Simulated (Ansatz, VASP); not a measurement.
# One calculation of BaTiO3, two programs

File INCAR:

```
SYSTEM = BaTiO3
  ALGO = Normal
  EDIFF = 1E-6
  ENCUT = 600
  GGA = CA
  GGA_COMPAT = .False.
  ISIF = 2
  ISMEAR = -1
  LASPH = .True.
  LCHARG = .False.
  LREAL = .False.
  LWAVE = .False.
  NBANDS = 28
  NELM = 120
  PREC = Accurate
  SIGMA = 0.05
```

File KPOINTS:

```
k-points
0
Gamma
  9 9 9
  0 0 0
```

Contents of POSCAR:

```
BaTiO3
1.0
    2.8671710233      1.6840089696      2.3623338393
   -2.7881652917      1.6274556064      2.3057804761
   -0.0094737834     -3.2419326277      2.2850805086
Ba Ti O
1 1 3
Direct
    0.0000000000      0.0000000000      0.0000000000
    0.5140000000      0.5140000000      0.5140000000
    0.4916000000      0.4916000000      0.9815000000
    0.4916000000      0.9815000000      0.4916000000
    0.9815000000      0.4916000000      0.4916000000
```

Input for Ansatz:

```yaml
crystal:
  lattice:
    - [2.8671710233, 1.6840089696, 2.3623338393]
    - [-2.7881652917, 1.6274556064, 2.3057804761]
    - [-0.0094737834, -3.2419326277, 2.2850805086]
  atoms:
    - { symbol: Ba, position: [0.0, 0.0, 0.0] }
    - { symbol: Ti, position: [0.514, 0.514, 0.514] }
    - { symbol: O, position: [0.4916, 0.4916, 0.9815] }
    - { symbol: O, position: [0.4916, 0.9815, 0.4916] }
    - { symbol: O, position: [0.9815, 0.4916, 0.4916] }
kpoints:
  mp_grid: { grid: [9, 9, 9] }
  band_path:
    path:
      - [0.0, 0.0, 0.0]
      - [0.0, 0.5, 0.0]
      - [0.0, 0.0, -0.5]
      - [0.0, 0.0, 0.0]
      - [-0.5, 0.0, 0.0]
      - [-0.5, -0.5, 0.5]
      - [0.0, 0.0, 0.0]
      - [-0.5, 0.0, 0.5]
      - [-0.5, -0.5, 0.0]
    npoints: 5
scf:
  occupations: { method: fermi_dirac, width: 0.05 }
hamiltonian:
  xc: lda
  pseudopotentials: { kind: all_electron, lapw: { basis_error: 0.001 } }
output:
  forces: true
  stress: true
  eigenvalues: true
```

Change from the starting cell: equal xy, yz and zx shear strains of +2 %.

Alike in both runs: task single point; functional LDA; k mesh 9 × 9 × 9; occupations fermi-dirac, width 0.05 eV; no spin polarisation.

```csv
,VASP,Ansatz
version,VASP 6.6.1,Ansatz 0.2.0
potentials or method,"VASP PAW LDA potentials, release 64 (Ba_sv, Ti_sv, O), cutoff 600 eV","all-electron LAPW, scalar-relativistic"
```

Ansatz gave:

| Item | Value |
| --- | --- |
| gap on the k mesh at the Fermi level (eV) | 2.31 |
| pressure (GPa) | -5.7 |
| traceless stress, the component that is largest in VASP (GPa) | -1.99 |
| rms of the force components (eV/Å) | 0.124 |

Q: Which values does VASP return?

A: gap on the k mesh at the Fermi level (eV): 2.27; pressure (GPa): -3.9; traceless stress, the component that is largest in VASP (GPa): -2.06; rms of the force components (eV/Å): 0.131.

LDA's correlation is that of Perdew and Zunger in VASP and of Perdew and Wang (1992) in Ansatz. Atom by atom the forces differ by 0.037 eV/Å (rms over components). Ansatz ran all-electron here, and VASP with PAW potentials.

Spin-orbit coupling is off throughout.
